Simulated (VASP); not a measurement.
# HfN (P-3m1) in VASP: relaxation of cell and atoms with PBE

Aim: the relaxation of cell and atoms of HfN with PBE.

All numbers are computed with VASP 6.6.1; they aren't measurements. Logs are shortened: lines on timing, memory, paths and dates and some standing lists are left out, and cuts for length are marked.

### Step 1. The cell of the first run

The structure is trigonal, space group P-3m1 (No. 164). The conventional cell has a = 3.216 Å, b = 3.216 Å, c = 13.126 Å, α = 90.00°, β = 90.00°, γ = 120.00°. Hf (site symmetry 3m) has 6 N at 2.27 Å within 3.0 Å. Within 3.0 Å of Hf (site symmetry 3m) lie 6 N at 2.27 Å. Within 3.0 Å of Hf (site symmetry -3m) lie 6 N at 2.27 Å. Within 3.0 Å of N (site symmetry 3m) lie 6 Hf at 2.27 Å and 1 N at 2.63 Å. Within 3.0 Å of N (site symmetry -3m) lie 6 Hf at 2.27 Å and 2 N at 2.63 Å. Within 3.0 Å of N (site symmetry 3m) lie 6 Hf at 2.27 Å.

### Step 2. Relaxation of cell and atoms, PBE

Input file INCAR:

```
  PREC = Accurate
  ENCUT = 600
  EDIFF = 1E-7
  ISMEAR = 0
  SIGMA = 0.1
  LREAL = False
  LASPH = True
  NELM = 120
  ALGO = Normal
  ISIF = 3
  LWAVE = False
  LCHARG = False
  GGA = PE
  IBRION = 2
  NSW = 65
  EDIFFG = -0.01
  GGA_COMPAT = False
  NELMIN = 4
```

Input file KPOINTS:

```
regular mesh
0
Gamma
  12 12 4
```

Input file POSCAR:

```
HfN
1.0
    3.2159940711      0.0000000000      0.0000000000
   -1.6079970356      2.7851325640      0.0000000000
    0.0000000000      0.0000000000     13.1261366338
Hf N
5 5
Direct
    0.0000000000      0.0000000000      0.0000000000
    0.3333333333      0.6666666667      0.2000000000
    0.0000000000      0.0000000000      0.4000000000
    0.3333333333      0.6666666667      0.6000000000
    0.6666666667      0.3333333333      0.8000000000
    0.6666666667      0.3333333333      0.1000000000
    0.6666666667      0.3333333333      0.3000000000
    0.6666666667      0.3333333333      0.5000000000
    0.0000000000      0.0000000000      0.7000000000
    0.3333333333      0.6666666667      0.9000000000
```

Potentials or basis: VASP PAW PBE potentials, release 64 (Hf_pv, N).

On the command line:

```console
cat potpaw_PBE.64/Hf_pv/POTCAR potpaw_PBE.64/N/POTCAR > POTCAR
mpirun -np 1 vasp_std > vasp.out
```

OUTCAR:

```text
PREC = Accurate
   ENCUT = 600
   EDIFF = 1E-7
   ISMEAR = 0
   LREAL = False
   LASPH = True
   NELM = 120
   ISIF = 3
   GGA = PE
   IBRION = 2
   NSW = 65
   EDIFFG = -0.01
   NELMIN = 4

 ion  position               nearest neighbor table
   1  0.000  0.000  0.000-   6 2.27  10 2.27   6 2.27  10 2.27   6 2.27  10 2.27   2 3.22   5 3.22
                             2 3.22   5 3.22   5 3.22   2 3.22
   2  0.333  0.667  0.200-   7 2.27   6 2.27   7 2.27   6 2.27   7 2.27   6 2.27   3 3.22   1 3.22
                             3 3.22   1 3.22   3 3.22   1 3.22
   3  0.000  0.000  0.400-   7 2.27   8 2.27   7 2.27   8 2.27   7 2.27   8 2.27   2 3.22   4 3.22
                             2 3.22   4 3.22   2 3.22   4 3.22
   4  0.333  0.667  0.600-   8 2.27   8 2.27   9 2.27   9 2.27   9 2.27   8 2.27   5 3.22   5 3.22
                             3 3.22   3 3.22   3 3.22   5 3.22
   5  0.667  0.333  0.800-  10 2.27  10 2.27   9 2.27   9 2.27   9 2.27  10 2.27   4 3.22   4 3.22
                             1 3.22   1 3.22   1 3.22   4 3.22
   6  0.667  0.333  0.100-   2 2.27   2 2.27   1 2.27   1 2.27   1 2.27   2 2.27
   7  0.667  0.333  0.300-   2 2.27   2 2.27   3 2.27   3 2.27   3 2.27   2 2.27
   8  0.667  0.333  0.500-   4 2.27   4 2.27   3 2.27   3 2.27   3 2.27   4 2.27
   9  0.000  0.000  0.700-   5 2.27   4 2.27   5 2.27   4 2.27   5 2.27   4 2.27
  10  0.333  0.667  0.900-   5 2.27   5 2.27   1 2.27   1 2.27   1 2.27   5 2.27

  LATTYP: Found a hexagonal cell.
 ALAT       =     3.2159940711
 C/A-ratio  =     4.0815176719

  Lattice vectors:

 A1 = (   3.2159940711,   0.0000000000,   0.0000000000)
 A2 = (  -1.6079970356,   2.7851325640,   0.0000000000)
 A3 = (   0.0000000000,   0.0000000000,  13.1261366338)

Analysis of symmetry for initial positions (statically):
=====================================================================
 Subroutine PRICEL returns:
 Original cell was already a primitive cell.

 Routine SETGRP: Setting up the symmetry group for a
 hexagonal supercell.

 Subroutine GETGRP returns: Found 12 space group operations
 (whereof  6 operations were pure point group operations)
 out of a pool of 24 trial point group operations.

The static configuration has the point symmetry C_3v.
 The point group associated with its full space group is D_3d.

Analysis of symmetry for dynamics (positions and initial velocities):
=====================================================================
 Subroutine PRICEL returns:
 Original cell was already a primitive cell.

 Routine SETGRP: Setting up the symmetry group for a
 hexagonal supercell.

 Subroutine GETGRP returns: Found 12 space group operations
 (whereof  6 operations were pure point group operations)
 out of a pool of 24 trial point group operations.

The dynamic configuration has the point symmetry C_3v.
 The point group associated with its full space group is D_3d.

 Subroutine INISYM returns: Found 12 space group operations
 (whereof  6 operations are pure point group operations),
 and found     1 'primitive' translations

----------------------------------------------------------------------------------------

                                     Primitive cell

  volume of cell :     117.5704

  direct lattice vectors                    reciprocal lattice vectors
     3.215994071  0.000000000  0.000000000     0.310945847  0.179524668  0.000000000
    -1.607997036  2.785132564  0.000000000     0.000000000  0.359049337  0.000000000
     0.000000000  0.000000000 13.126136634     0.000000000  0.000000000  0.076183879

  length of vectors
     3.215994071  3.215994071 13.126136634     0.359049337  0.359049337  0.076183879

  position of ions in fractional coordinates (direct lattice)
     0.000000000  0.000000000  0.000000000
     0.333333333  0.666666667  0.200000000
     0.000000000  0.000000000  0.400000000
     0.333333333  0.666666667  0.600000000
     0.666666667  0.333333333  0.800000000
     0.666666667  0.333333333  0.100000000
     0.666666667  0.333333333  0.300000000
     0.666666667  0.333333333  0.500000000
     0.000000000  0.000000000  0.700000000
     0.333333333  0.666666667  0.900000000

  ion indices of the primitive-cell ions
   primitive index   ion index
                 1           1
[... 30 lines left out ...]

 Subroutine IBZKPT returns following result:
 ===========================================

 Found     69 irreducible k-points:

 Following reciprocal coordinates:
            Coordinates               Weight
  0.000000  0.000000  0.000000      1.000000
  0.083333 -0.000000  0.000000      6.000000
  0.166667  0.000000  0.000000      6.000000
  0.250000  0.000000  0.000000      6.000000
  0.333333  0.000000  0.000000      6.000000
  0.416667  0.000000  0.000000      6.000000
[... 16 lines left out ...]
  0.166667  0.000000  0.250000      6.000000
  0.000000  0.166667  0.250000      6.000000
 [... further k-points ...]
   k-points           NKPTS =     69   k-points in BZ     NKDIM =     69   number of bands    NBANDS=     45
   number of dos      NEDOS =    301   number of ions     NIONS =     10
   total plane-waves  NPLWV =  84672
   dimension x,y,z NGX =    28 NGY =   28 NGZ =  108
   dimension x,y,z NGXF=    56 NGYF=   56 NGZF=  216
   ions per type =               5   5
   NGX,Y,Z   is equivalent  to a cutoff of  14.47, 14.47, 13.68 a.u.
   NGXF,Y,Z  is equivalent  to a cutoff of  28.95, 28.95, 27.36 a.u.
 SYSTEM =  unknown system
   PREC   = accura    normal or accurate (medium, high low for compatibility)
   ISTART =      0    job   : 0-new  1-cont  2-samecut
   ICHARG =      2    charge: 1-file 2-atom 10-const
   ISPIN  =      1    spin polarized calculation?
   LNONCOLLINEAR =      F non collinear calculations
   LSORBIT =      F    spin-orbit coupling
   LASPH  =      T    aspherical Exc in radial PAW
   ENCUT  =  600.0 eV  44.10 Ry    6.64 a.u.   6.42  6.42 26.22*2*pi/ulx,y,z
   NELM   =    120;   NELMIN=  4; NELMDL= -5     # of ELM steps
   EDIFF  = 0.1E-06   stopping-criterion for ELM
   LREAL  =      F    real-space projection
   EDIFFG = -.1E-01   stopping-criterion for IOM
   NSW    =     65    number of steps for IOM
   IBRION =      2    ionic relax: 0-MD 1-quasi-New 2-CG
   NFREE  =      1    steps in history (QN), initial steepest desc. (CG)
   ISIF   =      3    stress and relaxation
   ISYM   =      2    0-nonsym 1-usesym 2-fastsym
   POTIM  = 0.5000    time-step for ionic-motion
   TEBEG  =    0.0;   TEEND  =   0.0 temperature during run
   PSTRESS=    0.0 pullay stress
   NELECT =      75.0000    total number of electrons
   NUPDOWN=      -1.0000    fix difference up-down
   EMIN   =  10.00;   EMAX   =-10.00  energy-range for DOS
   EFERMI =   0.00;   METHOD = LEGACY
   ISMEAR =     0;   SIGMA  =   0.10  broadening in eV -4-tet -1-fermi 0-gaus
   EFERMI_NEDOS =   21; number of points for ismear=-14 and -15
   IALGO  =     38    algorithm
   IMIX   =      4    mixing-type and parameters
     AMIX     =   0.40;   BMIX     =  1.00
     AMIX_MAG =   1.60;   BMIX_MAG =  1.00
  volume/ion in A,a.u.               =      11.76        79.34
  Fermi-wavevector in a.u.,A,eV,Ry     =   1.409276  2.663145 27.021953  1.986057
  Thomas-Fermi vector in A             =   2.531348
   LORBIT       =      0    0 simple, 1 ext, 2 COOP (PROOUT), +10 PAW based schemes
   GGA     = PE    functional components
   LHFCALC =     F    Hartree Fock is set to
   AEXX    =    0.0000 exact exchange contribution
   IVDW    =     0    specifies the selected vdW correction
   LEPSILON=     F    determine dielectric tensor
   LRPA    =     F    only Hartree local field effects (RPA)
 conjugate gradient relaxation of ions
 non-spin polarized calculation
 Gauss-broadening in eV      SIGMA  =   0.10
  energy-cutoff  :      600.00
  volume of cell :      117.57
 maximum number of plane-waves:      3958
 NGX is ok and might be reduce to    28
   NGX = 13   NGY = 13   NGZ = 53

--------------------------------------- Ionic step        1  -------------------------------------------

 number of electron      75.0000000 magnetization

 Free energy of the ion-electron system (eV)
  ---------------------------------------------------
  ext. energy  EPLUGINS =         0.00000000
  ---------------------------------------------------
  free energy    TOTEN  =      -108.57623199 eV

  energy without entropy =     -108.55871465  energy(sigma->0) =     -108.56747332

------------------------ aborting loop because EDIFF is reached ----------------------------------------

  FORCE on cell =-STRESS in cart. coord.  units (eV):
  Direction    XX          YY          ZZ          XY          YZ          ZX
  --------------------------------------------------------------------------------------
  -------------------------------------------------------------------------------------
  Total       -3.8056329     -3.8056329      3.0537947      0.0000000      0.0000000      0.0000000
  in kB      -51.8608276    -51.8608276     41.6152392      0.0000000      0.0000000      0.0000000
  external PRESSURE =     -20.7021386 kB  Pullay stress =       0.0000000 kB
[... 113 lines left out ...]
  FREE ENERGIE OF THE ION-ELECTRON SYSTEM (eV)
  ---------------------------------------------------
  free  energy   TOTEN  =      -108.6897098042 eV

  energy  without entropy=     -108.6728090715  energy(sigma->0) =     -108.68125944

[... ionic steps 4 to 9 ...]

--------------------------------------- Ionic step       10  -------------------------------------------

 number of electron      75.0000000 magnetization

------------------------ aborting loop because EDIFF is reached ----------------------------------------
[... 83 lines left out ...]
--------------------------------------- Ionic step       12  -------------------------------------------

 number of electron      75.0000000 magnetization

 Free energy of the ion-electron system (eV)
  ---------------------------------------------------
  ext. energy  EPLUGINS =         0.00000000
  ---------------------------------------------------
  free energy    TOTEN  =      -108.72169453 eV

  energy without entropy =     -108.70481400  energy(sigma->0) =     -108.71325426

 E-fermi :   8.1101     XC(G=0): -12.6701

 val. band max:        8.1039163207   @ k =   0.1667   0.0833   0.0000
 cond. band min:       8.1222231624   @ k =   0.0833   0.0833   0.2500
 fundamental gap:      0.0183068416
 Fermi energy:         8.1101275584

 k-point     1 :       0.0000    0.0000    0.0000
  band No.  band energies     occupation
      1     -23.9192      2.00000
      2     -23.7393      2.00000
      3     -23.3352      2.00000
      4     -23.2936      2.00000
      5     -23.1453      2.00000
      6     -23.1453      2.00000
[... 1141 lines left out ...]
     44      10.1025      0.00000
     45      10.2510      0.00000

 [... further k-points ...]

------------------------ aborting loop because EDIFF is reached ----------------------------------------

  FORCE on cell =-STRESS in cart. coord.  units (eV):
  Direction    XX          YY          ZZ          XY          YZ          ZX
  --------------------------------------------------------------------------------------
  -------------------------------------------------------------------------------------
  Total       -0.0083648     -0.0083648     -0.0150831      0.0000000     -0.0000000      0.0000000
  in kB       -0.1148150     -0.1148150     -0.2070300      0.0000000     -0.0000000      0.0000000
  external PRESSURE =      -0.1455534 kB  Pullay stress =       0.0000000 kB
[... 25 lines left out ...]
  FREE ENERGIE OF THE ION-ELECTRON SYSTEM (eV)
  ---------------------------------------------------
  free  energy   TOTEN  =      -108.7216945302 eV

  energy  without entropy=     -108.7048139989  energy(sigma->0) =     -108.71325426

 reached required accuracy - stopping structural energy minimisation
```

Run time: 48 min. Hardware: 1 thread of Intel Xeon 6975P-C (Granite Rapids), shared host; peak memory 0.55 GiB.

Results:

| Item | Value |
| --- | --- |
| Free energy | -108.7217 eV |
| Relaxed volume | 11.67 Å³/atom |
| Relaxed cell | a = 3.179 Å, b = 3.179 Å, c = 13.335 Å, α = 90.00°, β = 90.00°, γ = 120.00° |
| Space group after relaxing (to 0.1 Å) | P-3m1 (No. 164) |
| Energy gained by relaxing | 14.5 meV/atom |
| Ionic steps | 12 |
| Pressure after relaxing | 0.0 GPa |
| Largest force after relaxing | 0.005 eV/Å |
| Band gap on the k mesh | zero (an odd number of electrons rules out a gap without spin polarisation) |

Forces in eV/Å, atoms in the order of the input:
```
Hf   0.000  0.000 -0.001
Hf   0.000  0.000  0.000
Hf   0.000  0.000  0.000
Hf   0.000  0.000  0.001
Hf   0.000  0.000  0.000
N    0.000  0.000  0.003
N    0.000  0.000  0.000
N    0.000  0.000 -0.003
N    0.000  0.000 -0.005
N    0.000  0.000  0.005
```

The path:
```csv
step,energy change (eV),largest force (eV/Å),pressure (GPa),volume (Å³)
1,0.0000,1.0175,-2.07,117.57
2,-0.1051,0.3342,4.11,114.96
3,-0.1135,0.3063,2.69,115.52
4,-0.1218,0.1524,-2.92,118.02
5,-0.1334,0.1809,-0.55,116.92
6,-0.1413,0.0973,-0.16,116.76
7,-0.1433,0.1116,0.18,116.63
8,-0.1450,0.0637,-0.21,116.81
9,-0.1450,0.0551,-0.29,116.85
10,-0.1451,0.0307,0.42,116.54
11,-0.1453,0.0250,0.11,116.67
12,-0.1455,0.0047,-0.01,116.73
```

Final structure:
```yaml
crystal:
  lattice:
    - [3.17924, 0.00000, 0.00000]
    - [-1.58962, 2.75330, 0.00000]
    - [0.00000, 0.00000, 13.33496]
  atoms:
    - { symbol: Hf, position: [0.00000, 0.00000, 0.99845] }
    - { symbol: Hf, position: [0.33333, 0.66667, 0.19804] }
    - { symbol: Hf, position: [0.00000, 0.00000, 0.40196] }
    - { symbol: Hf, position: [0.33333, 0.66667, 0.60155] }
    - { symbol: Hf, position: [0.66667, 0.33333, 0.80000] }
    - { symbol: N, position: [0.66667, 0.33333, 0.09391] }
    - { symbol: N, position: [0.66667, 0.33333, 0.30000] }
    - { symbol: N, position: [0.66667, 0.33333, 0.50609] }
    - { symbol: N, position: [0.00000, 0.00000, 0.70036] }
    - { symbol: N, position: [0.33333, 0.66667, 0.89964] }
```

Caveat: spin-orbit coupling is left out, which moves the levels of the heavy elements; an odd number of electrons without spin polarisation forces a metal; a magnetic or distorted state may lie lower.
